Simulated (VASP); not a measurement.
# Si3N2 (Pm-3m) in VASP: single point with PBE

Aim: the single point of Si3N2 with PBE.

Program: VASP 6.6.1. These are calculated values, not measurements. Logs are shortened: lines on timing, memory, paths and dates and some standing lists are left out, and cuts for length are marked.

## 1. The cell of the first run

The structure is cubic, space group Pm-3m (No. 221). The conventional cell has a = 4.050 Å, b = 4.050 Å, c = 4.050 Å, α = 90.00°, β = 90.00°, γ = 90.00°. Si (site symmetry 4/mmm) has 2 N at 2.02 Å within 2.7 Å. N (site symmetry m-3m) has 6 Si at 2.02 Å within 2.7 Å. Within 3.8 Å of N (site symmetry m-3m) lie 12 Si at 2.86 Å and 8 N at 3.51 Å.

## 2. Single point, PBE, collinear spin, ferromagnetic start

The input, INCAR:

```
SYSTEM = Si3N2
PREC = Accurate ; ENCUT = 520
EDIFF = 1E-6 ; ISMEAR = 0
SIGMA = 0.1 ; LREAL = .False.
LASPH = .True. ; NELM = 150
ALGO = Normal ; ISIF = 2
LWAVE = .False. ; LCHARG = .False.
ISPIN = 2 ; MAGMOM = 0 0 0 1 1
LORBIT = 11 ; GGA = PE
NBANDS = 23
```

The input, KPOINTS:

```
regular mesh
0
Gamma
  4 4 4
  0 0 0
```

The input, POSCAR:

```
Si3N2
1.0
    4.0498194023      0.0000000000      0.0000000000
    0.0000000000      4.0498194023      0.0000000000
    0.0000000000      0.0000000000      4.0498194023
Si N
3 2
Direct
    0.5000000000      0.0000000000      0.0000000000
    0.0000000000      0.5000000000      0.0000000000
    0.0000000000      0.0000000000      0.5000000000
    0.0000000000      0.0000000000      0.0000000000
    0.5000000000      0.5000000000      0.5000000000
```

Potentials or basis: VASP PAW PBE potentials, release 64 (Si, N).

The run is started by

```bash
$ cat potpaw_PBE.64/Si/POTCAR potpaw_PBE.64/N/POTCAR > POTCAR
$ mpirun -np 1 vasp_std > vasp.out
```

OUTCAR:

```text
SYSTEM = Si3N2
   PREC = Accurate
   ENCUT = 520
   EDIFF = 1E-6
   ISMEAR = 0
   LREAL = .False.
   LASPH = .True.
   NELM = 150
   ISIF = 2
   ISPIN = 2
   LORBIT = 11
   GGA = PE

 ion  position               nearest neighbor table
   1  0.500  0.000  0.000-   4 2.02   4 2.02   2 2.86   3 2.86   2 2.86   2 2.86   3 2.86   3 2.86
                             3 2.86   2 2.86
   2  0.000  0.500  0.000-   4 2.02   4 2.02   1 2.86   3 2.86   1 2.86   3 2.86   3 2.86   3 2.86
                             1 2.86   1 2.86
   3  0.000  0.000  0.500-   4 2.02   4 2.02   1 2.86   1 2.86   2 2.86   2 2.86   2 2.86   2 2.86
                             1 2.86   1 2.86
   4  0.000  0.000  0.000-   1 2.02   2 2.02   3 2.02   3 2.02   2 2.02   1 2.02
   5  0.500  0.500  0.500-

  LATTYP: Found a simple cubic cell.
 ALAT       =     4.0498194023

  Lattice vectors:

 A1 = (   4.0498194023,   0.0000000000,   0.0000000000)
 A2 = (   0.0000000000,   4.0498194023,   0.0000000000)
 A3 = (   0.0000000000,   0.0000000000,   4.0498194023)

Analysis of symmetry for initial positions (statically):
=====================================================================
 Subroutine PRICEL returns:
 Original cell was already a primitive cell.

 Routine SETGRP: Setting up the symmetry group for a
 simple cubic supercell.

 Subroutine GETGRP returns: Found 48 space group operations
 (whereof 48 operations were pure point group operations)
 out of a pool of 48 trial point group operations.

The static configuration has the point symmetry O_h .

Analysis of symmetry for dynamics (positions and initial velocities):
=====================================================================
 Subroutine PRICEL returns:
 Original cell was already a primitive cell.

 Routine SETGRP: Setting up the symmetry group for a
 simple cubic supercell.

 Subroutine GETGRP returns: Found 48 space group operations
 (whereof 48 operations were pure point group operations)
 out of a pool of 48 trial point group operations.

The dynamic configuration has the point symmetry O_h .

Analysis of structural, dynamic, and magnetic symmetry:
=====================================================================
 Subroutine PRICEL returns:
 Original cell was already a primitive cell.

 Routine SETGRP: Setting up the symmetry group for a
 simple cubic supercell.

 Subroutine GETGRP returns: Found 48 space group operations
 (whereof 48 operations were pure point group operations)
 out of a pool of 48 trial point group operations.

The overall configuration has the point symmetry O_h .

 Subroutine INISYM returns: Found 48 space group operations
 (whereof 48 operations are pure point group operations),
 and found     1 'primitive' translations

----------------------------------------------------------------------------------------

                                     Primitive cell

  volume of cell :      66.4212

  direct lattice vectors                    reciprocal lattice vectors
     4.049819402  0.000000000  0.000000000     0.246924591  0.000000000  0.000000000
     0.000000000  4.049819402  0.000000000     0.000000000  0.246924591  0.000000000
     0.000000000  0.000000000  4.049819402     0.000000000  0.000000000  0.246924591

  length of vectors
     4.049819402  4.049819402  4.049819402     0.246924591  0.246924591  0.246924591

  position of ions in fractional coordinates (direct lattice)
     0.500000000  0.000000000  0.000000000
     0.000000000  0.500000000  0.000000000
     0.000000000  0.000000000  0.500000000
     0.000000000  0.000000000  0.000000000
     0.500000000  0.500000000  0.500000000

  ion indices of the primitive-cell ions
   primitive index   ion index
                 1           1
                 2           2
                 3           3
                 4           4
                 5           5

----------------------------------------------------------------------------------------

 KPOINTS: regular mesh

Automatic generation of k-mesh.
[... 24 lines left out ...]
  0.250000  0.000000  0.000000      6.000000
  0.500000  0.000000  0.000000      3.000000
  0.250000  0.250000  0.000000     12.000000
  0.500000  0.250000  0.000000     12.000000
  0.500000  0.500000  0.000000      3.000000
  0.250000  0.250000  0.250000      8.000000
  0.500000  0.250000  0.250000     12.000000
  0.500000  0.500000  0.250000      6.000000
  0.500000  0.500000  0.500000      1.000000
   k-points           NKPTS =     10   k-points in BZ     NKDIM =     10   number of bands    NBANDS=     23
   number of dos      NEDOS =    301   number of ions     NIONS =      5
   total plane-waves  NPLWV =  27000
   dimension x,y,z NGX =    30 NGY =   30 NGZ =   30
   dimension x,y,z NGXF=    60 NGYF=   60 NGZF=   60
   ions per type =               3   2
   NGX,Y,Z   is equivalent  to a cutoff of  12.32, 12.32, 12.32 a.u.
   NGXF,Y,Z  is equivalent  to a cutoff of  24.63, 24.63, 24.63 a.u.
 SYSTEM =  Si3N2
   PREC   = accura    normal or accurate (medium, high low for compatibility)
   ISTART =      0    job   : 0-new  1-cont  2-samecut
   ICHARG =      2    charge: 1-file 2-atom 10-const
   ISPIN  =      2    spin polarized calculation?
   LNONCOLLINEAR =      F non collinear calculations
   LSORBIT =      F    spin-orbit coupling
   LASPH  =      T    aspherical Exc in radial PAW
   ENCUT  =  520.0 eV  38.22 Ry    6.18 a.u.   7.53  7.53  7.53*2*pi/ulx,y,z
   NELM   =    150;   NELMIN=  2; NELMDL= -5     # of ELM steps
   EDIFF  = 0.1E-05   stopping-criterion for ELM
   LREAL  =      F    real-space projection
   EDIFFG = 0.1E-04   stopping-criterion for IOM
   NSW    =      0    number of steps for IOM
   IBRION =     -1    ionic relax: 0-MD 1-quasi-New 2-CG
   NFREE  =      0    steps in history (QN), initial steepest desc. (CG)
   ISIF   =      2    stress and relaxation
   ISYM   =      2    0-nonsym 1-usesym 2-fastsym
   POTIM  = 0.5000    time-step for ionic-motion
   TEBEG  =    0.0;   TEEND  =   0.0 temperature during run
   PSTRESS=    0.0 pullay stress
   NELECT =      22.0000    total number of electrons
   NUPDOWN=      -1.0000    fix difference up-down
   EMIN   =  10.00;   EMAX   =-10.00  energy-range for DOS
   EFERMI =   0.00;   METHOD = LEGACY
   ISMEAR =     0;   SIGMA  =   0.10  broadening in eV -4-tet -1-fermi 0-gaus
   EFERMI_NEDOS =   21; number of points for ismear=-14 and -15
   IALGO  =     38    algorithm
   IMIX   =      4    mixing-type and parameters
     AMIX     =   0.40;   BMIX     =  1.00
     AMIX_MAG =   1.60;   BMIX_MAG =  1.00
  volume/ion in A,a.u.               =      13.28        89.65
  Fermi-wavevector in a.u.,A,eV,Ry     =   1.132696  2.140485 17.456281  1.283000
  Thomas-Fermi vector in A             =   2.269398
   LORBIT       =     11    0 simple, 1 ext, 2 COOP (PROOUT), +10 PAW based schemes
   GGA     = PE    functional components
   LHFCALC =     F    Hartree Fock is set to
   AEXX    =    0.0000 exact exchange contribution
   IVDW    =     0    specifies the selected vdW correction
   LEPSILON=     F    determine dielectric tensor
   LRPA    =     F    only Hartree local field effects (RPA)
 spin polarized calculation
 Gauss-broadening in eV      SIGMA  =   0.10
  energy-cutoff  :      520.00
  volume of cell :       66.42
 maximum number of plane-waves:      1803
   NGX = 15   NGY = 15   NGZ = 15

 number of electron      22.0000002 magnetization      -0.0006351

 number of electron      22.0000002 magnetization       0.0010050

 Free energy of the ion-electron system (eV)
  ---------------------------------------------------
  ext. energy  EPLUGINS =         0.00000000
  ---------------------------------------------------
  free energy    TOTEN  =       -25.42425678 eV

  energy without entropy =      -25.40392345  energy(sigma->0) =      -25.41409011

 E-fermi :   7.5406     XC(G=0): -10.8081

 val. band max:        7.4602052156   @ k =   0.5000   0.5000   0.0000
 cond. band min:       7.5430624863   @ k =   0.5000   0.5000   0.2500
 fundamental gap:      0.0828572706
 Fermi energy:         7.5405559208

 spin component 1

 k-point     1 :       0.0000    0.0000    0.0000
  band No.  band energies     occupation
      1     -10.9333      1.00000
      2      -5.8172      1.00000
      3      -0.6005      1.00000
      4      -0.6005      1.00000
      5      -0.6005      1.00000
      6       1.6494      1.00000
[... 249 lines left out ...]
     22      18.0571      0.00000
     23      18.0571      0.00000
 Fermi energy:         7.5405559208

 spin component 2

 k-point     1 :       0.0000    0.0000    0.0000
  band No.  band energies     occupation
      1     -10.9336      1.00000
      2      -5.8145      1.00000
      3      -0.6008      1.00000
      4      -0.6008      1.00000
      5      -0.6008      1.00000
      6       1.6496      1.00000
[... 249 lines left out ...]
     22      18.0567      0.00000
     23      18.0567      0.00000

------------------------ aborting loop because EDIFF is reached ----------------------------------------

  FORCE on cell =-STRESS in cart. coord.  units (eV):
  Direction    XX          YY          ZZ          XY          YZ          ZX
  --------------------------------------------------------------------------------------
  -------------------------------------------------------------------------------------
  Total        0.0408152      0.0408152      0.0408152     -0.0000000     -0.0000000      0.0000000
  in kB        0.9845222      0.9845222      0.9845222     -0.0000000     -0.0000000      0.0000000
  external PRESSURE =       0.9845222 kB  Pullay stress =       0.0000000 kB

 VOLUME and BASIS-vectors are now :
 -----------------------------------------------------------------------------
  energy-cutoff  :      520.00
  volume of cell :       66.42
      direct lattice vectors                 reciprocal lattice vectors
     4.049819402  0.000000000  0.000000000     0.246924591  0.000000000  0.000000000
     0.000000000  4.049819402  0.000000000     0.000000000  0.246924591  0.000000000
     0.000000000  0.000000000  4.049819402     0.000000000  0.000000000  0.246924591

 POSITION                                       TOTAL-FORCE (eV/Angst)
 -----------------------------------------------------------------------------------
      2.02491      0.00000      0.00000         0.000000      0.000000      0.000000
      0.00000      2.02491      0.00000         0.000000      0.000000      0.000000
      0.00000      0.00000      2.02491         0.000000      0.000000      0.000000
      0.00000      0.00000      0.00000         0.000000      0.000000      0.000000
      2.02491      2.02491      2.02491         0.000000      0.000000      0.000000
 -----------------------------------------------------------------------------------
    total drift:                                0.000000      0.000000      0.000000

  FREE ENERGIE OF THE ION-ELECTRON SYSTEM (eV)
  ---------------------------------------------------
  free  energy   TOTEN  =       -25.4242567768 eV

  energy  without entropy=      -25.4039234500  energy(sigma->0) =      -25.41409011

 total charge

# of ion       s       p       d       tot
------------------------------------------
    1        0.920   0.575   0.000   1.496
    2        0.920   0.575   0.000   1.496
    3        0.920   0.575   0.000   1.496
    4        1.318   2.420   0.000   3.738
    5        1.384   1.946   0.000   3.330
--------------------------------------------------
tot          5.463   6.092   0.000  11.555

 magnetization (x)

# of ion       s       p       d       tot
------------------------------------------
    1       -0.000  -0.000   0.000  -0.000
    2       -0.000  -0.000   0.000  -0.000
    3       -0.000  -0.000   0.000  -0.000
    4       -0.000  -0.000   0.000  -0.000
    5        0.000   0.001   0.000   0.001
--------------------------------------------------
tot          0.000   0.001   0.000   0.001
```

Run time: 52 s. Hardware: 1 thread of Intel Xeon 8259CL, shared host; peak memory 0.19 GiB.

Results:

- Free energy: -25.4243 eV
- Pressure: 0.1 GPa
- Band gap on the k mesh: zero (filled and empty bands overlap)
- Net moment: 0.00 μB per cell
- Valence electrons inside the program's atomic spheres: Si 1.50; N 3.74, 3.33

Caveat: the k points lie up to 0.39 Å⁻¹ apart.
